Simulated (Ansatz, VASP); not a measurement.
## One calculation of Sc, two programs

Contents of INCAR:

```
ALGO = Normal
EDIFF = 1E-6
ENCUT = 500
GGA = PS
GGA_COMPAT = False
ISIF = 2
ISMEAR = -1
LASPH = True
LCHARG = False
LREAL = False
LWAVE = False
NBANDS = 12
NELM = 120
PREC = Accurate
SIGMA = 0.1
```

KPOINTS

```
k-points
0
Gamma
  12 12 12
```

The input POSCAR:

```
Sc
1.0
    2.9566230670      0.0000000000      0.0000000000
    0.0000000000      2.9566230670      0.0000000000
    0.0000000000      0.0000000000      2.9566230670
Sc
1
Direct
    0.0000000000      0.0000000000      0.0000000000
```

Input for Ansatz:

```yaml
crystal:
  lattice:
    - [2.956623067, 0.0, 0.0]
    - [0.0, 2.956623067, 0.0]
    - [0.0, 0.0, 2.956623067]
  atoms:
    - { symbol: Sc, position: [0.0, 0.0, 0.0] }
hamiltonian:
  xc: pbesol
  pseudopotentials:
    kind: paw
    azcp:
      Sc: "pseudopotentials/Sc.paw.azcp"
basis:
  ecutwfc: 420
  fft_grid_basis: typed
kpoints:
  mp_grid: { grid: [12, 12, 12], shift: [0, 0, 0] }
magnetization:
  spin_polarized: false
scf:
  occupations: { method: fermi_dirac, width: 0.1 }
  lower_state_search: "off"
output:
  stress: true
  write_density: true
  write_potential: true
  elf: true
  volumetric_format: npy
```

Alike in both runs: task single point; functional PBEsol; k mesh 12 × 12 × 12; occupations fermi-dirac, width 0.1 eV; no spin polarisation.

```csv
,VASP,Ansatz
version,VASP 6.6.1,Ansatz 0.2.0
potentials or method,"VASP PAW PBE potentials, release 64 (Sc_sv), cutoff 500 eV","plane waves (420 eV) with PAW, scalar-relativistic"
valence electrons in the cell,11,11
```

```csv
,VASP,Ansatz,Ansatz less VASP
pressure (GPa),-1.4,-1.4,+0.01
```

VASP's potentials were made for PBE, not for PBEsol, and Ansatz warns of the same on its side.
